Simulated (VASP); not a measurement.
Set up this calculation in VASP 6.6.1, as the native input.

```
Task                   : single point
Functional             : PBE
Dispersion             : D3(BJ)
Potentials or basis    : VASP PAW PBE potentials, release 64 (O, H, Na_pv)
Cutoff                 : 520 eV
k mesh                 : 1 × 1 × 1
Occupations            : fermi-dirac, width 0.02 eV
Spin                   : no spin polarisation
Dipole correction      : no
Further INCAR settings : LREAL = Auto; ALGO = Normal; EDIFF = 1e-06; NBANDS = 47
```

The structure of NaH13O7 lies in POSCAR:

```
NaH13O7
1.0
    6.0731780000      0.0000000000      0.0000000000
    0.0000000000      6.0731780000      0.0000000000
    0.0000000000      0.0000000000      6.0731780000
O H Na
7 13 1
Direct
    0.2309828561      0.4825480169      0.5155291019
    0.9645032634      0.4452528808      1.0367553857
    0.1358432109      1.0665420971      0.6944634259
    0.4004987175      0.6475687029      0.0481625930
    0.9899100603      0.8131656935      0.2937506525
    0.5630330611      1.2477322417      0.9122900728
    0.6032426515      0.0176184528      0.2432334438
    0.1243829837      0.5883575288      0.4454834026
    0.3404971829      0.4565978471      0.4022111652
    1.0631172016      0.5147716731      0.9288217800
    0.8246259207      0.4172280147      0.9588884106
    0.1557174843      1.2218479353      0.6678875541
    0.0167622289      1.0081706810      0.6082482680
    0.4671030554      0.4939094491      0.0033754980
    0.4758793502      0.7048039758      0.1779957709
    0.8720804824      0.9303860351      0.2664173518
    0.9622309769      0.6831019937      0.1954660311
    0.6038354219      1.1244524695      1.0913890553
    0.5899382498      1.2697800064      0.7571324272
    0.5315668337      0.0803039200      0.3708766646
    0.2684920482     -0.0051373432      0.0047256972
```

One way to write it, as run:

INCAR

```
PREC     = Accurate       # precision mode
ENCUT    = 520            # plane-wave cutoff, eV
EDIFF    = 1E-6           # SCF threshold, eV
ISMEAR   = -1             # smearing method
SIGMA    = 0.02           # smearing width, eV
LREAL    = Auto         
LASPH    = T              # aspherical terms in the spheres
NELM     = 60             # most SCF steps
ALGO     = Normal         # electronic algorithm
ISIF     = 2              # what is computed and relaxed
LWAVE    = F              # write WAVECAR
LCHARG   = F              # write CHGCAR
GGA      = PE             # functional
IVDW     = 12             # dispersion correction
NBANDS   = 47             # bands
```

KPOINTS

```
Automatic mesh
0
Gamma
  1 1 1
```

Potentials or basis: VASP PAW PBE potentials, release 64 (O, H, Na_pv).

Command:

```bash
$ cat potpaw_PBE.64/O/POTCAR potpaw_PBE.64/H/POTCAR potpaw_PBE.64/Na_pv/POTCAR > POTCAR
$ mpirun -np 1 vasp_gam > vasp.out
```

Results of the run:

| Property | Result |
| --- | --- |
| Pressure | -0.6 GPa |
| Largest force | 1.608 eV/Å |
| Dispersion energy per atom | -0.041 eV |

Caveat: the k points lie up to 1.03 Å⁻¹ apart; the atoms stand as in a frame of molecular dynamics.

It took 54 s on 1 thread of Intel Xeon 8259CL, with other jobs on the host, peak memory 0.3 GiB.
